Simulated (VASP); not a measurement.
# WC in VASP: further runs, part 2 of 2

VASP 6.6.1. The steps go on from the part before.

### Step 5. Single point, PBEsol (strain -0.025 along x and y, -0.025 along z)

Contents of INCAR:

```
  PREC = Accurate
  ENCUT = 520
  EDIFF = 1E-6
  ISMEAR = 0
  SIGMA = 0.15
  LREAL = False
  LASPH = True
  NELM = 100
  ALGO = Normal
  ISIF = 2
  LWAVE = False
  LCHARG = True
  GGA = PS
  LELF = True
  LVHAR = True
  NBANDS = 16
```

Contents of KPOINTS:

```
Automatic mesh
0
Gamma
  24 24 24
```

Contents of POSCAR:

```
WC
1.0
    0.0000000000      2.1183682398      2.1183682398
    2.1183682398      0.0000000000      2.1183682398
    2.1183682398      2.1183682398      0.0000000000
W C
1 1
Direct
    0.0000000000      0.0000000000      0.0000000000
    0.5000000000      0.5000000000      0.5000000000
```

Potentials or basis: VASP PAW PBE potentials, release 64 (W_sv, C).

Command:

```bash
> cat potpaw_PBE.64/W_sv/POTCAR potpaw_PBE.64/C/POTCAR > POTCAR
> mpirun -np 1 vasp_std > vasp.out
```

OUTCAR:

```text
PREC = Accurate
   ENCUT = 520
   EDIFF = 1E-6
   ISMEAR = 0
   LREAL = False
   LASPH = True
   NELM = 100
   ISIF = 2
   GGA = PS

 ion  position               nearest neighbor table
   1  0.000  0.000  0.000-   2 2.12   2 2.12   2 2.12   2 2.12   2 2.12   2 2.12
   2  0.500  0.500  0.500-   1 2.12   1 2.12   1 2.12   1 2.12   1 2.12   1 2.12

  LATTYP: Found a face centered cubic cell.
 ALAT       =     4.2367364796

  Lattice vectors:

 A1 = (   0.0000000000,   2.1183682398,   2.1183682398)
 A2 = (   2.1183682398,   0.0000000000,   2.1183682398)
 A3 = (   2.1183682398,   2.1183682398,   0.0000000000)

Analysis of symmetry for initial positions (statically):
=====================================================================
 Subroutine PRICEL returns:
 Original cell was already a primitive cell.

 Routine SETGRP: Setting up the symmetry group for a
 face centered cubic supercell.

 Subroutine GETGRP returns: Found 48 space group operations
 (whereof 48 operations were pure point group operations)
 out of a pool of 48 trial point group operations.

The static configuration has the point symmetry O_h .

Analysis of symmetry for dynamics (positions and initial velocities):
=====================================================================
 Subroutine PRICEL returns:
 Original cell was already a primitive cell.

 Routine SETGRP: Setting up the symmetry group for a
 face centered cubic supercell.

 Subroutine GETGRP returns: Found 48 space group operations
 (whereof 48 operations were pure point group operations)
 out of a pool of 48 trial point group operations.

The dynamic configuration has the point symmetry O_h .

 Subroutine INISYM returns: Found 48 space group operations
 (whereof 48 operations are pure point group operations),
 and found     1 'primitive' translations

----------------------------------------------------------------------------------------

                                     Primitive cell

  volume of cell :      19.0123
[... 109 lines left out ...]
     AMIX_MAG =   1.60;   BMIX_MAG =  1.00
  volume/ion in A,a.u.               =       9.51        64.15
  Fermi-wavevector in a.u.,A,eV,Ry     =   1.607512  3.037757 35.158743  2.584095
  Thomas-Fermi vector in A             =   2.703529
   LORBIT       =      0    0 simple, 1 ext, 2 COOP (PROOUT), +10 PAW based schemes
   GGA     = PS    functional components
   LHFCALC =     F    Hartree Fock is set to
   AEXX    =    0.0000 exact exchange contribution
   IVDW    =     0    specifies the selected vdW correction
   LEPSILON=     F    determine dielectric tensor
   LRPA    =     F    only Hartree local field effects (RPA)
 non-spin polarized calculation
 Gauss-broadening in eV      SIGMA  =   0.15
  energy-cutoff  :      520.00
  volume of cell :       19.01
 maximum number of plane-waves:       533
   NGX = 11   NGY = 11   NGZ = 11

 number of electron      18.0000001 magnetization

 Free energy of the ion-electron system (eV)
  ---------------------------------------------------
  ext. energy  EPLUGINS =         0.00000000
  ---------------------------------------------------
  free energy    TOTEN  =       -22.83585021 eV

  energy without entropy =      -22.82629536  energy(sigma->0) =      -22.83107278

 E-fermi :  13.8875     XC(G=0): -14.4242

 val. band max:       13.8867538941   @ k =  -0.2500   0.3333   0.0833
 cond. band min:      13.8919121880   @ k =  -0.1250   0.0833   0.0000
 fundamental gap:      0.0051582939
 Fermi energy:        13.8874644290

 k-point     1 :       0.0000    0.0000    0.0000
  band No.  band energies     occupation
      1     -61.4191      2.00000
      2     -25.4007      2.00000
      3     -25.4007      2.00000
      4     -25.4007      2.00000
      5      -2.8095      2.00000
      6      10.7150      2.00000
[... 433 lines left out ...]
      3     -25.4973      2.00000
      4     -25.4969      2.00000
      5       1.9209      2.00000
      6       3.8152      2.00000
[... 8 lines left out ...]
     15      26.7903      0.00000
     16      26.7927      0.00000

 [... further k-points ...]

------------------------ aborting loop because EDIFF is reached ----------------------------------------

  FORCE on cell =-STRESS in cart. coord.  units (eV):
  Direction    XX          YY          ZZ          XY          YZ          ZX
  --------------------------------------------------------------------------------------
  -------------------------------------------------------------------------------------
  Total        4.3253938      4.3253938      4.3253938     -0.0000000     -0.0000000     -0.0000000
  in kB      364.5036368    364.5036368    364.5036368     -0.0000000     -0.0000000     -0.0000000
  external PRESSURE =     364.5036368 kB  Pullay stress =       0.0000000 kB

 VOLUME and BASIS-vectors are now :
 -----------------------------------------------------------------------------
  energy-cutoff  :      520.00
  volume of cell :       19.01
      direct lattice vectors                 reciprocal lattice vectors
     0.000000000  2.118368240  2.118368240    -0.236030729  0.236030729  0.236030729
     2.118368240  0.000000000  2.118368240     0.236030729 -0.236030729  0.236030729
     2.118368240  2.118368240  0.000000000     0.236030729  0.236030729 -0.236030729

 POSITION                                       TOTAL-FORCE (eV/Angst)
 -----------------------------------------------------------------------------------
      0.00000      0.00000      0.00000         0.000000     -0.000000     -0.000000
      2.11837      2.11837      2.11837        -0.000000      0.000000      0.000000
 -----------------------------------------------------------------------------------
    total drift:                                0.000000     -0.000000     -0.000000

  FREE ENERGIE OF THE ION-ELECTRON SYSTEM (eV)
  ---------------------------------------------------
  free  energy   TOTEN  =       -22.8358502127 eV

  energy  without entropy=      -22.8262953551  energy(sigma->0) =      -22.83107278
```

OSZICAR:

```text
N       E                     dE             d eps       ncg     rms          rms(c)
DAV:   1     0.109167922825E+03    0.10917E+03   -0.93677E+03 13256   0.127E+03
DAV:   2    -0.230570780429E+02   -0.13223E+03   -0.12758E+03 15952   0.340E+02
DAV:   3    -0.261695866552E+02   -0.31125E+01   -0.31013E+01 14392   0.493E+01
DAV:   4    -0.261833070430E+02   -0.13720E-01   -0.13720E-01 17144   0.371E+00
DAV:   5    -0.261833958636E+02   -0.88821E-04   -0.88818E-04 14440   0.281E-01    0.386E+01
DAV:   6    -0.229168994807E+02    0.32665E+01   -0.75322E+00 16576   0.270E+01    0.115E+01
DAV:   7    -0.228673187877E+02    0.49581E-01   -0.35134E-01 13368   0.483E+00    0.787E+00
DAV:   8    -0.228373318299E+02    0.29987E-01   -0.48031E-02 15488   0.171E+00    0.149E+00
DAV:   9    -0.228358962458E+02    0.14356E-02   -0.25385E-03 14712   0.355E-01    0.952E-02
DAV:  10    -0.228358528462E+02    0.43400E-04   -0.22640E-04 15288   0.176E-01    0.710E-02
DAV:  11    -0.228358513398E+02    0.15064E-05   -0.20163E-05 15248   0.356E-02    0.216E-02
DAV:  12    -0.228358502554E+02    0.10843E-05   -0.28500E-06 14800   0.128E-02    0.589E-04
DAV:  13    -0.228358502127E+02    0.42712E-07   -0.86965E-08  7360   0.250E-03
   1 F= -.22835850E+02 E0= -.22831073E+02  d E =-.955486E-02
```

stdout:

```text
POSCAR found type information on POSCAR W C
 POSCAR found :  2 types and       2 ions
 scaLAPACK will be used
 -----------------------------------------------------------------------------
|                                                                             |
|                                                                             |
|     You enforced a specific xc type in the INCAR file but a different       |
|     I HOPE YOU KNOW WHAT YOU ARE DOING!                                     |
|                                                                             |
 -----------------------------------------------------------------------------

 LDA part: xc-table for (Slater+PW92), standard interpolation
 POSCAR, INCAR and KPOINTS ok, starting setup
 FFT: planning ... GRIDC
 FFT: planning ... GRID_SOFT
 FFT: planning ... GRID
 WAVECAR not read
 entering main loop
```

Wall time 72 s (1 thread of Intel Xeon 6975P-C, shared host); peak memory 0.25 GiB.

What came out:

```
Free energy            : -22.8359 eV
Pressure               : 36.5 GPa
Band gap on the k mesh : zero (band 9 reaches 15.17 eV, above the bottom of band 10 at 11.46 eV)
```

Caveat: the cell differs from its parent crystal (strain -0.025 along x and y, -0.025 along z); the PAW data sets were made with another functional, which shifts forces and pressure a little; spin-orbit coupling is left out, which moves the levels of the heavy elements.

### Step 6. Single point, PBEsol (strain -0.050 along x and y, -0.025 along z)

Contents of INCAR:

```
  PREC = Accurate
  ENCUT = 520
  EDIFF = 1E-6
  ISMEAR = 0
  SIGMA = 0.15
  LREAL = F
  LASPH = T
  NELM = 80
  ALGO = Normal
  ISIF = 2
  LWAVE = F
  LCHARG = F
  GGA = PS
  NBANDS = 16
```

Contents of KPOINTS:

```
regular mesh
0
Gamma
  24 24 24
```

Contents of POSCAR:

```
WC
1.0
    0.0000000000      2.0640511055      2.1183682398
    2.0640511055      0.0000000000      2.1183682398
    2.0640511055      2.0640511055      0.0000000000
W C
1 1
Direct
    0.0000000000      0.0000000000      0.0000000000
    0.5000000000      0.5000000000      0.5000000000
```

Potentials or basis: VASP PAW PBE potentials, release 64 (W_sv, C).

Command:

```bash
> cat potpaw_PBE.64/W_sv/POTCAR potpaw_PBE.64/C/POTCAR > POTCAR
> mpirun -np 1 vasp_std > vasp.out
```

Wall time 2.4 min (1 thread of Intel Xeon 6975P-C, shared host); peak memory 0.41 GiB.

It converged, with:

* Free energy: -22.4991 eV
* Pressure: 68.3 GPa
* Band gap on the k mesh: zero (band 9 reaches 16.07 eV, above the bottom of band 10 at 12.23 eV)

Stress tensor (GPa, compression positive):
```
77.62  0.00  0.00
 0.00 77.62  0.00
 0.00  0.00 49.67
```

Levels at points of the mesh, in eV from the Fermi level:
```tsv
k point	band 7	band 8	band 9	band 10	band 11	band 12
(0.00, 0.00, 0.00)	-3.26	-3.26	-1.47	-1.34	-1.28	-1.28
(0.50, 0.00, 0.00)	-7.81	-7.74	1.30	1.54	3.06	5.12
(0.50, 0.50, 0.00)	-6.12	-2.57	-2.57	1.15	2.99	2.99
(0.50, 0.00, 0.50)	-5.73	-2.85	-2.68	1.18	2.80	3.18
```

Caveat: the cell differs from its parent crystal (strain -0.050 along x and y, -0.025 along z); the PAW data sets were made with another functional, which shifts forces and pressure a little; spin-orbit coupling is left out, which moves the levels of the heavy elements.

### Step 7. The runs side by side

| cell | gap on the mesh (eV) | pressure (GPa) |
| --- | --- | --- |
| a = 3.149 Å, angles 60.0°, 2 atoms | none | -23.8 |
| a = 3.226 Å, angles 60.0°, 2 atoms | none | -40.9 |
| a = 2.919 Å, angles 60.0°, 2 atoms | none | 85.6 |
| a = 2.996 Å, angles 60.0°, 2 atoms | none | 36.5 |
| a = 2.958, b = 2.958, c = 2.919 Å, angles 60.4, 60.4, 59.1°, 2 atoms | none | 68.3 |

Alike in all rows: task single point; level PBEsol; potentials or basis VASP PAW PBE potentials, release 64 (W_sv, C); no spin polarisation; k mesh 24 × 24 × 24; cutoff (eV) 520; smearing gaussian 0.15 eV.

Caveats: the PAW data sets were made with another functional, which shifts forces and pressure a little; spin-orbit coupling is left out, which moves the levels of the heavy elements.

Absolute energies hang on the potentials; compare differences alone.
